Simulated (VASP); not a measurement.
Set up this calculation in VASP 6.6.1, as the native input.

```yaml
Task: single point
Functional: r2SCAN
Potentials_or_basis: VASP PAW PBE potentials, release 64 (B_h, N_h)
Cutoff: 910 eV
k_mesh: 12 × 12 × 12
Occupations: gaussian, width 0.02 eV
Spin: no spin polarisation
Dipole_correction: no
Second_run: hard_potentials
Further_INCAR_settings: ALGO = Normal; EDIFF = 1e-06; NBANDS = 11
```

Crystal: BN.

```
B N
1.0
     0.00000    1.81234    1.81234
     1.81234    0.00000    1.81234
     1.81234    1.81234    0.00000
B N
1 1
Direct
  0.25000 0.25000 0.25000
  0.50000 0.50000 0.50000
```

These files were run (other wordings do the same):

POSCAR

```
BN
1.0
    0.0000000000      1.8123409538      1.8123409538
    1.8123409538      0.0000000000      1.8123409538
    1.8123409538      1.8123409538      0.0000000000
B N
1 1
Direct
    0.2500000000      0.2500000000      0.2500000000
    0.5000000000      0.5000000000      0.5000000000
```

INCAR.step1

```
ALGO = Normal
EDIFF = 1E-5
ENCUT = 910
GGA = PE
GGA_COMPAT = False
ISMEAR = 0
LASPH = True
LCHARG = False
LREAL = False
LWAVE = True
NBANDS = 11
NELM = 120
PREC = Accurate
SIGMA = 0.02
```

INCAR.step2

```
ALGO = Normal
EDIFF = 1E-6
ENCUT = 910
GGA_COMPAT = False
ISIF = 2
ISMEAR = 0
ISTART = 1
LASPH = True
LCHARG = False
LMIXTAU = True
LREAL = False
LWAVE = False
METAGGA = R2SCAN
NBANDS = 11
NELM = 120
PREC = Accurate
SIGMA = 0.02
```

KPOINTS

```
k-points
0
Gamma
  12 12 12
```

Potentials or basis: VASP PAW PBE potentials, release 64 (B_h, N_h).

Run with:

```console
$ cat potpaw_PBE.64/B_h/POTCAR potpaw_PBE.64/N_h/POTCAR > POTCAR
$ cp INCAR.step1 INCAR
$ mpirun -np 1 vasp_std > vasp.out
$ cp INCAR.step2 INCAR
$ mpirun -np 1 vasp_std > vasp.out
```

It gave:

```yaml
Pressure: -5.3 GPa
Band_gap_on_the_k_mesh: 4.98 eV, indirect (least direct gap 9.51 eV)
```

Caveat: the cutoff is under 1.25 times the usual one of these potentials, so pressure, stress and relaxed cells hold a basis-set (Pulay) error; the PAW data sets were made with another functional, which shifts forces and pressure a little.

It took 72 s on 1 thread of Intel(R) Xeon(R) Platinum 8259CL CPU @ 2.50GHz (Skylake/Cascade Lake), with other jobs on the host, peak memory 0.16 GiB.
